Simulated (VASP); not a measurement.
# Sc2GeSe (Pmmm) in VASP: notebook, part 2 of 2

VASP 6.6.1. The steps go on from the part before.

## Step 3: Single point, PBE

This run uses another cell than the first one, of 34.35 Å³/atom.

The input, INCAR:

```
SYSTEM = Sc2GeSe
ALGO = Normal
EDIFF = 1E-6
ENCUT = 520
GGA = PE
ISIF = 2
ISMEAR = 0
LASPH = .TRUE.
LCHARG = .FALSE.
LREAL = .FALSE.
LWAVE = .FALSE.
NBANDS = 29
NELM = 80
PREC = Accurate
SIGMA = 0.1
```

The input, KPOINTS:

```
k-points
0
G
  4 4 4
  0 0 0
```

The input, POSCAR:

```
Sc2GeSe
1.0
    5.0384981465      0.0000000000      0.0000000000
    0.0000000000      5.1495322393      0.0000000000
    0.0000000000      0.0000000000      5.2952762243
Sc Ge Se
2 1 1
Direct
    0.0000000000      0.0000000000      0.0000000000
    0.5000000000      0.5000000000      0.0000000000
    0.0000000000      0.0000000000      0.5000000000
    0.0000000000      0.5000000000      0.0000000000
```

Potentials or basis: VASP PAW PBE potentials, release 64 (Sc_sv, Ge_d, Se).

On the command line:

```console
$ cat potpaw_PBE.64/Sc_sv/POTCAR potpaw_PBE.64/Ge_d/POTCAR potpaw_PBE.64/Se/POTCAR > POTCAR
$ mpirun -np 1 vasp_std > vasp.out
```

OUTCAR:

```text
SYSTEM = Sc2GeSe
   EDIFF = 1E-6
   ENCUT = 520
   GGA = PE
   ISIF = 2
   ISMEAR = 0
   LASPH = .TRUE.
   LREAL = .FALSE.
   NELM = 80
   PREC = Accurate

 ion  position               nearest neighbor table
   1  0.000  0.000  0.000-   4 2.57   4 2.57   3 2.65   3 2.65
   2  0.500  0.500  0.000-   4 2.52   4 2.52
   3  0.000  0.000  0.500-   1 2.65   1 2.65
   4  0.000  0.500  0.000-   2 2.52   2 2.52   1 2.57   1 2.57

  LATTYP: Found a simple orthorhombic cell.
 ALAT       =     5.0384981465
 B/A-ratio  =     1.0220371407
 C/A-ratio  =     1.0509632177

  Lattice vectors:

 A1 = (   5.0384981465,   0.0000000000,   0.0000000000)
 A2 = (   0.0000000000,   5.1495322393,   0.0000000000)
 A3 = (   0.0000000000,   0.0000000000,   5.2952762243)

Analysis of symmetry for initial positions (statically):
=====================================================================
 Subroutine PRICEL returns:
 Original cell was already a primitive cell.

 Routine SETGRP: Setting up the symmetry group for a
 simple orthorhombic supercell.

 Subroutine GETGRP returns: Found  8 space group operations
 (whereof  8 operations were pure point group operations)
 out of a pool of  8 trial point group operations.

The static configuration has the point symmetry D_2h.

Analysis of symmetry for dynamics (positions and initial velocities):
=====================================================================
 Subroutine PRICEL returns:
 Original cell was already a primitive cell.

 Routine SETGRP: Setting up the symmetry group for a
 simple orthorhombic supercell.

 Subroutine GETGRP returns: Found  8 space group operations
 (whereof  8 operations were pure point group operations)
 out of a pool of  8 trial point group operations.

The dynamic configuration has the point symmetry D_2h.

 Subroutine INISYM returns: Found  8 space group operations
 (whereof  8 operations are pure point group operations),
 and found     1 'primitive' translations

----------------------------------------------------------------------------------------

                                     Primitive cell

  volume of cell :     137.3908

  direct lattice vectors                    reciprocal lattice vectors
     5.038498147  0.000000000  0.000000000     0.198471840  0.000000000  0.000000000
     0.000000000  5.149532239  0.000000000     0.000000000  0.194192395  0.000000000
     0.000000000  0.000000000  5.295276224     0.000000000  0.000000000  0.188847561

  length of vectors
     5.038498147  5.149532239  5.295276224     0.198471840  0.194192395  0.188847561

  position of ions in fractional coordinates (direct lattice)
     0.000000000  0.000000000  0.000000000
     0.500000000  0.500000000  0.000000000
     0.000000000  0.000000000  0.500000000
     0.000000000  0.500000000  0.000000000

  ion indices of the primitive-cell ions
   primitive index   ion index
                 1           1
                 2           2
                 3           3
                 4           4

----------------------------------------------------------------------------------------

 KPOINTS: k-points

Automatic generation of k-mesh.
 Grid dimensions read from file:
 generate k-points for:    4    4    4

 Generating k-lattice:

  Cartesian coordinates                     Fractional coordinates (reciprocal lattice)
     0.049617960  0.000000000  0.000000000     0.250000000  0.000000000  0.000000000
     0.000000000  0.048548099  0.000000000     0.000000000  0.250000000  0.000000000
     0.000000000  0.000000000  0.047211890     0.000000000  0.000000000  0.250000000

  Length of vectors
     0.049617960  0.048548099  0.047211890

  Shift w.r.t. Gamma in fractional coordinates (k-lattice)
     0.000000000  0.000000000  0.000000000

 Subroutine IBZKPT returns following result:
 ===========================================

 Found     27 irreducible k-points:

 Following reciprocal coordinates:
            Coordinates               Weight
  0.000000  0.000000  0.000000      1.000000
  0.250000  0.000000  0.000000      2.000000
  0.500000  0.000000  0.000000      1.000000
  0.000000  0.250000  0.000000      2.000000
  0.250000  0.250000  0.000000      4.000000
  0.500000  0.250000  0.000000      2.000000
[... 16 lines left out ...]
  0.250000  0.250000  0.500000      4.000000
  0.500000  0.250000  0.500000      2.000000
 [... further k-points ...]
   k-points           NKPTS =     27   k-points in BZ     NKDIM =     27   number of bands    NBANDS=     29
   number of dos      NEDOS =    301   number of ions     NIONS =      4
   total plane-waves  NPLWV =  64000
   dimension x,y,z NGX =    40 NGY =   40 NGZ =   40
   dimension x,y,z NGXF=    80 NGYF=   80 NGZF=   80
   ions per type =               2   1   1
   NGX,Y,Z   is equivalent  to a cutoff of  13.20, 12.91, 12.56 a.u.
   NGXF,Y,Z  is equivalent  to a cutoff of  26.40, 25.83, 25.12 a.u.
 SYSTEM =  Sc2GeSe
   PREC   = accura    normal or accurate (medium, high low for compatibility)
   ISTART =      0    job   : 0-new  1-cont  2-samecut
   ICHARG =      2    charge: 1-file 2-atom 10-const
   ISPIN  =      1    spin polarized calculation?
   LNONCOLLINEAR =      F non collinear calculations
   LSORBIT =      F    spin-orbit coupling
   LASPH  =      T    aspherical Exc in radial PAW
   ENCUT  =  520.0 eV  38.22 Ry    6.18 a.u.   9.37  9.57  9.85*2*pi/ulx,y,z
   NELM   =     80;   NELMIN=  2; NELMDL= -5     # of ELM steps
   EDIFF  = 0.1E-05   stopping-criterion for ELM
   LREAL  =      F    real-space projection
[... 7 lines left out ...]
   TEBEG  =    0.0;   TEEND  =   0.0 temperature during run
   PSTRESS=    0.0 pullay stress
   NELECT =      42.0000    total number of electrons
   NUPDOWN=      -1.0000    fix difference up-down
   EMIN   =  10.00;   EMAX   =-10.00  energy-range for DOS
   EFERMI =   0.00;   METHOD = LEGACY
   ISMEAR =     0;   SIGMA  =   0.10  broadening in eV -4-tet -1-fermi 0-gaus
   EFERMI_NEDOS =   21; number of points for ismear=-14 and -15
   IALGO  =     38    algorithm
   IMIX   =      4    mixing-type and parameters
     AMIX     =   0.40;   BMIX     =  1.00
     AMIX_MAG =   1.60;   BMIX_MAG =  1.00
  volume/ion in A,a.u.               =      34.35       231.79
  Fermi-wavevector in a.u.,A,eV,Ry     =   1.102822  2.084031 16.547629  1.216216
  Thomas-Fermi vector in A             =   2.239271
   LORBIT       =      0    0 simple, 1 ext, 2 COOP (PROOUT), +10 PAW based schemes
   GGA     = PE    functional components
   LHFCALC =     F    Hartree Fock is set to
   AEXX    =    0.0000 exact exchange contribution
   IVDW    =     0    specifies the selected vdW correction
   LEPSILON=     F    determine dielectric tensor
   LRPA    =     F    only Hartree local field effects (RPA)
 non-spin polarized calculation
 Gauss-broadening in eV      SIGMA  =   0.10
  energy-cutoff  :      520.00
  volume of cell :      137.39
 maximum number of plane-waves:      3731
 NGX is ok and might be reduce to    40
   NGX = 19   NGY = 19   NGZ = 19

 number of electron      41.9999996 magnetization

 Free energy of the ion-electron system (eV)
  ---------------------------------------------------
  ext. energy  EPLUGINS =         0.00000000
  ---------------------------------------------------
  free energy    TOTEN  =       -20.26676053 eV

  energy without entropy =      -20.23366040  energy(sigma->0) =      -20.25021047

 E-fermi :   1.9545     XC(G=0):  -8.0711

 val. band max:        1.9438686652   @ k =   0.5000   0.0000   0.2500
 cond. band min:       1.9978907222   @ k =   0.0000   0.2500   0.2500
 fundamental gap:      0.0540220571
 Fermi energy:         1.9544975243

 k-point     1 :       0.0000    0.0000    0.0000
  band No.  band energies     occupation
      1     -48.7274      2.00000
      2     -47.6607      2.00000
      3     -27.5811      2.00000
      4     -27.2869      2.00000
      5     -27.2523      2.00000
      6     -26.4200      2.00000
[... 21 lines left out ...]
     28       3.5598      0.00000
     29       3.8032      0.00000
[... 705 lines left out ...]
 k-point    24 :       0.5000    0.2500    0.5000
  band No.  band energies     occupation
      1     -48.7274      2.00000
      2     -47.6605      2.00000
      3     -27.5811      2.00000
      4     -27.2859      2.00000
      5     -27.2636      2.00000
      6     -26.4233      2.00000
[... 21 lines left out ...]
     28       4.3553      0.00000
     29       4.4083      0.00000

 [... further k-points ...]

------------------------ aborting loop because EDIFF is reached ----------------------------------------

  FORCE on cell =-STRESS in cart. coord.  units (eV):
  Direction    XX          YY          ZZ          XY          YZ          ZX
  --------------------------------------------------------------------------------------
  -------------------------------------------------------------------------------------
  Total        0.1283479      0.1144776      0.0569155      0.0000000      0.0000000      0.0000000
  in kB        1.4967247      1.3349768      0.6637182      0.0000000      0.0000000      0.0000000
  external PRESSURE =       1.1651399 kB  Pullay stress =       0.0000000 kB

 VOLUME and BASIS-vectors are now :
 -----------------------------------------------------------------------------
  energy-cutoff  :      520.00
  volume of cell :      137.39
      direct lattice vectors                 reciprocal lattice vectors
     5.038498147  0.000000000  0.000000000     0.198471840  0.000000000  0.000000000
     0.000000000  5.149532239  0.000000000     0.000000000  0.194192395  0.000000000
     0.000000000  0.000000000  5.295276224     0.000000000  0.000000000  0.188847561

 POSITION                                       TOTAL-FORCE (eV/Angst)
 -----------------------------------------------------------------------------------
      0.00000      0.00000      0.00000         0.000000      0.000000      0.000000
      2.51925      2.57477      0.00000         0.000000      0.000000      0.000000
      0.00000      0.00000      2.64764         0.000000      0.000000      0.000000
      0.00000      2.57477      0.00000         0.000000      0.000000      0.000000
 -----------------------------------------------------------------------------------
    total drift:                               -0.000000     -0.000000     -0.000000

  FREE ENERGIE OF THE ION-ELECTRON SYSTEM (eV)
  ---------------------------------------------------
  free  energy   TOTEN  =       -20.2667605331 eV

  energy  without entropy=      -20.2336603995  energy(sigma->0) =      -20.25021047
```

OSZICAR:

```text
N       E                     dE             d eps       ncg     rms          rms(c)
DAV:   1     0.557660592968E+03    0.55766E+03   -0.18924E+04  1714   0.204E+03
DAV:   2     0.495915187954E+02   -0.50807E+03   -0.49913E+03  1782   0.715E+02
DAV:   3    -0.197710315073E+02   -0.69363E+02   -0.67677E+02  2488   0.209E+02
DAV:   4    -0.239267910126E+02   -0.41558E+01   -0.41174E+01  2388   0.495E+01
DAV:   5    -0.240730828834E+02   -0.14629E+00   -0.14586E+00  2540   0.983E+00    0.110E+01
DAV:   6    -0.215048434731E+02    0.25682E+01   -0.41287E+01  2524   0.317E+01    0.691E+00
DAV:   7    -0.207273837317E+02    0.77746E+00   -0.90978E+00  2424   0.200E+01    0.430E+00
DAV:   8    -0.203814809992E+02    0.34590E+00   -0.11374E+00  2421   0.690E+00    0.273E+00
DAV:   9    -0.203200040765E+02    0.61477E-01   -0.86886E-01  2423   0.632E+00    0.172E+00
DAV:  10    -0.202735510378E+02    0.46453E-01   -0.43970E-01  2395   0.415E+00    0.527E-01
DAV:  11    -0.202664583755E+02    0.70927E-02   -0.35749E-02  2432   0.126E+00    0.163E-01
DAV:  12    -0.202666369828E+02   -0.17861E-03   -0.19993E-03  2532   0.324E-01    0.660E-02
DAV:  13    -0.202667502646E+02   -0.11328E-03   -0.15517E-04  2205   0.775E-02    0.283E-02
DAV:  14    -0.202667603669E+02   -0.10102E-04   -0.43797E-05  2540   0.484E-02    0.740E-03
DAV:  15    -0.202667605331E+02   -0.16625E-06   -0.74079E-06  2015   0.170E-02
   1 F= -.20266761E+02 E0= -.20250210E+02  d E =-.331001E-01
```

Run time: 86 s. Hardware: 1 thread of AMD EPYC 7R13 (Zen 3), shared host; peak memory 0.27 GiB.

What came out:

```
Free energy            : -20.2668 eV
Pressure               : 0.1 GPa
Band gap on the k mesh : zero (bands 21 and 22 overlap by 1.03 eV)
```

Levels at points of the mesh, in eV from the Fermi level:
```tsv
k point	band 18	band 19	band 20	band 21	band 22	band 23	band 24	band 25
(0.00, 0.00, 0.00)	-3.37	-1.19	-0.48	0.32	0.34	0.44	0.72	0.82
(0.50, 0.00, 0.00)	-3.63	-1.58	0.43	0.47	0.71	0.97	1.01	1.01
(0.00, 0.50, 0.00)	-3.38	-1.09	-0.61	-0.33	-0.03	0.52	0.94	1.28
(0.50, 0.50, 0.00)	-3.67	-1.27	-0.16	-0.15	0.07	0.39	0.69	0.88
(0.00, 0.00, 0.50)	-2.86	-2.38	-0.91	-0.61	-0.56	-0.45	0.98	1.03
(0.50, 0.00, 0.50)	-3.17	-1.89	-1.44	-0.62	-0.45	0.52	0.84	1.06
(0.00, 0.50, 0.50)	-3.79	-1.73	-0.10	0.09	0.29	0.37	0.69	0.89
(0.50, 0.50, 0.50)	-4.26	-1.58	-1.26	0.36	0.52	0.86	0.91	1.08
```

## Step 4: Relaxation of cell and atoms, PBE

The input, INCAR:

```
  PREC = Accurate
  ENCUT = 600
  EDIFF = 1E-6
  ISMEAR = 0
  SIGMA = 0.1
  LREAL = F
  LASPH = T
  NELM = 60
  ALGO = Normal
  ISIF = 3
  LWAVE = F
  LCHARG = F
  GGA = PE
  IBRION = 2
  NSW = 90
  EDIFFG = -0.04
```

The input, KPOINTS:

```
Automatic mesh
0
Gamma
  4 4 4
```

The input, POSCAR:

```
Sc2GeSe
1.0
    3.9282896200      0.0000000000      0.0000000000
    0.0000000000      4.6049572500      0.0000000000
    0.0000000000      0.0000000000      5.1794711200
Sc Ge Se
2 1 1
Direct
    0.0000000000      0.0000000000      0.0000000000
    0.5000000000      0.5000000000      0.0000000000
    0.0000000000      0.0000000000      0.5000000000
    0.0000000000      0.5000000000      0.0000000000
```

On the command line:

```console
$ cat potpaw_PBE.64/Sc_sv/POTCAR potpaw_PBE.64/Ge_d/POTCAR potpaw_PBE.64/Se/POTCAR > POTCAR
$ mpirun -np 1 vasp_std > vasp.out
```

Wall time 9.8 min (1 thread of AMD EPYC 7R13 (Zen 3), shared host); peak memory 0.26 GiB.

It converged, with:

```
Free energy                           : -20.2526 eV
Relaxed volume                        : 34.37 Å³/atom
Relaxed cell                          : a = 5.035 Å, b = 5.153 Å, c = 5.298 Å, α = 90.00°, β = 90.00°, γ = 90.00°
Space group after relaxing (to 0.1 Å) : Pmmm (No. 47)
Energy gained by relaxing             : 1733.8 meV/atom
Ionic steps                           : 9
Pressure after relaxing               : 0.0 GPa
Band gap on the k mesh                : zero (bands 21 and 22 overlap by 1.03 eV)
```

Stress tensor (GPa, compression positive):
```
 0.12  0.00  0.00
 0.00  0.02  0.00
 0.00  0.00 -0.03
```

The path:
| step | energy change (eV) | largest force (eV/Å) | pressure (GPa) | volume (Å³) |
| --- | --- | --- | --- | --- |
| 1 | 0.0000 | 0.0000 | 45.54 | 93.69 |
| 2 | -4.2640 | 0.0000 | -5.86 | 201.39 |
| 3 | -6.8671 | 0.0000 | -0.36 | 138.57 |
| 4 | -6.8863 | 0.0000 | 0.16 | 136.71 |
| 5 | -6.8967 | 0.0000 | 1.11 | 133.66 |
| 6 | -6.8967 | 0.0000 | 0.83 | 134.52 |
| 7 | -6.9329 | 0.0000 | -0.27 | 138.40 |
| 8 | -6.9331 | 0.0000 | -0.35 | 138.71 |
| 9 | -6.9354 | 0.0000 | 0.04 | 137.47 |

Final structure:
```
Sc Ge Se
1.0
     5.03550    0.00000    0.00000
     0.00000    5.15288    0.00000
     0.00000    0.00000    5.29800
Sc Ge Se
2 1 1
Cartesian
  0.0000 5.1529 0.0000
  2.5177 2.5764 0.0000
  0.0000 5.1529 2.6490
  0.0000 2.5764 0.0000
```

Levels at points of the mesh, in eV from the Fermi level:
```csv
k point,band 17,band 18,band 19,band 20,band 21,band 22,band 23,band 24,band 25
"(0.00, 0.00, 0.00)",-3.65,-3.37,-1.19,-0.48,0.32,0.34,0.44,0.71,0.82
"(0.50, 0.00, 0.00)",-4.04,-3.63,-1.58,0.43,0.47,0.71,0.98,1.01,1.01
"(0.00, 0.50, 0.00)",-3.83,-3.38,-1.09,-0.61,-0.33,-0.03,0.52,0.94,1.28
"(0.50, 0.50, 0.00)",-4.87,-3.67,-1.27,-0.16,-0.14,0.07,0.39,0.69,0.88
"(0.00, 0.00, 0.50)",-3.58,-2.86,-2.38,-0.91,-0.61,-0.56,-0.45,0.98,1.03
"(0.50, 0.00, 0.50)",-3.91,-3.17,-1.89,-1.44,-0.62,-0.45,0.52,0.84,1.06
"(0.00, 0.50, 0.50)",-4.12,-3.79,-1.73,-0.10,0.09,0.29,0.37,0.69,0.89
"(0.50, 0.50, 0.50)",-5.33,-4.26,-1.57,-1.25,0.36,0.51,0.86,0.92,1.09
```

Caveat: the k points lie up to 0.31 Å⁻¹ apart in the final cell, too coarse for converged energies and pressures of a metal; the volume moved by over 15 % at a fixed basis, so the end points are rough.

## Step 5: Single point, PBE, collinear spin

This run uses another cell than the first one, of 34.35 Å³/atom.

The input, INCAR:

```
  PREC = Accurate
  ENCUT = 520
  EDIFF = 1E-6
  ISMEAR = 0
  SIGMA = 0.1
  LREAL = False
  LASPH = True
  NELM = 150
  ALGO = Normal
  ISIF = 2
  LWAVE = False
  LCHARG = False
  ISPIN = 2
  MAGMOM = 1 1 0 0
  LORBIT = 11
  LMAXMIX = 4
  GGA = PE
  NBANDS = 33
```

The input, KPOINTS:

```
regular mesh
0
Gamma
  4 4 4
```

The input, POSCAR:

```
Sc2GeSe
1.0
    5.0384981465      0.0000000000      0.0000000000
    0.0000000000      5.1495322393      0.0000000000
    0.0000000000      0.0000000000      5.2952762243
Sc Ge Se
2 1 1
Direct
    0.0000000000      0.0000000000      0.0000000000
    0.5000000000      0.5000000000      0.0000000000
    0.0000000000      0.0000000000      0.5000000000
    0.0000000000      0.5000000000      0.0000000000
```

On the command line:

```console
$ cat potpaw_PBE.64/Sc_sv/POTCAR potpaw_PBE.64/Ge_d/POTCAR potpaw_PBE.64/Se/POTCAR > POTCAR
$ mpirun -np 1 vasp_std > vasp.out
```

Run time: 5.4 min. Hardware: 1 thread of AMD EPYC 7R13 (Zen 3), shared host; peak memory 0.38 GiB.

The run converged. Its results:

* Free energy: -20.2668 eV
* Pressure: 0.1 GPa
* Net moment: 0.08 μB per cell
* Site moments: Sc +0.02, +0.03; Ge +0.00; Se +0.00 μB
* Valence electrons inside the program's atomic spheres: Sc 9.47, 9.32; Ge 12.19; Se 3.97

Stress tensor (GPa, compression positive):
```
0.15 0.00 0.00
0.00 0.12 0.00
0.00 0.00 0.04
```

Levels at points of the mesh, in eV from the Fermi level:
Spin up:
```csv
k point,band 18,band 19,band 20,band 21,band 22,band 23,band 24,band 25
"(0.00, 0.00, 0.00)",-3.37,-1.21,-0.50,0.31,0.33,0.43,0.72,0.82
"(0.50, 0.00, 0.00)",-3.63,-1.59,0.41,0.45,0.71,0.96,1.00,1.01
"(0.00, 0.50, 0.00)",-3.38,-1.10,-0.61,-0.35,-0.05,0.51,0.92,1.27
"(0.50, 0.50, 0.00)",-3.67,-1.28,-0.16,-0.15,0.06,0.38,0.67,0.86
"(0.00, 0.00, 0.50)",-2.86,-2.39,-0.92,-0.62,-0.58,-0.47,0.97,1.02
"(0.50, 0.00, 0.50)",-3.17,-1.89,-1.44,-0.62,-0.46,0.50,0.83,1.05
"(0.00, 0.50, 0.50)",-3.80,-1.73,-0.10,0.07,0.27,0.36,0.68,0.87
"(0.50, 0.50, 0.50)",-4.26,-1.58,-1.26,0.34,0.50,0.86,0.89,1.08
```
Spin down:
```tsv
k point	band 19	band 20	band 21	band 22	band 23	band 24
(0.00, 0.00, 0.00)	-1.17	-0.45	0.33	0.35	0.45	0.72
(0.50, 0.00, 0.00)	-1.57	0.45	0.48	0.72	0.99	1.02
(0.00, 0.50, 0.00)	-1.09	-0.60	-0.32	-0.01	0.53	0.96
(0.50, 0.50, 0.00)	-1.27	-0.15	-0.14	0.08	0.40	0.70
(0.00, 0.00, 0.50)	-2.37	-0.91	-0.61	-0.54	-0.43	0.99
(0.50, 0.00, 0.50)	-1.89	-1.44	-0.61	-0.42	0.54	0.85
(0.00, 0.50, 0.50)	-1.72	-0.10	0.11	0.30	0.38	0.70
(0.50, 0.50, 0.50)	-1.57	-1.25	0.38	0.54	0.87	0.93
```

## Step 6: Overview

| task | spin | cell | cutoff (eV) | gap on the mesh (eV) | pressure (GPa) |
| --- | --- | --- | --- | --- | --- |
| single point | off | a = 3.928, b = 4.605, c = 5.179 Å, 4 atoms | 520 | none | 45.6 |
| single point | off | a = 5.038, b = 5.150, c = 5.295 Å, 4 atoms | 520 | none | 0.1 |
| relaxation of cell and atoms | off | relaxed from a = 3.928, b = 4.605, c = 5.179 Å, 4 atoms | 600 | none | 0.0 |
| single point | collinear | a = 5.038, b = 5.150, c = 5.295 Å, 4 atoms | 520 | none | 0.1 |

Alike in all rows: level PBE; potentials or basis VASP PAW PBE potentials, release 64 (Sc_sv, Ge_d, Se); k mesh 4 × 4 × 4; smearing gaussian 0.1 eV.

Caveats: some runs use coarse meshes; the volume moved by over 15 % at a fixed basis, so the end points are rough (at least some runs).

Total energies depend on the potentials used, so only differences within one code and one set of settings carry meaning.

The gap in the log of VASP goes by the Fermi energy; the results here count the filled bands.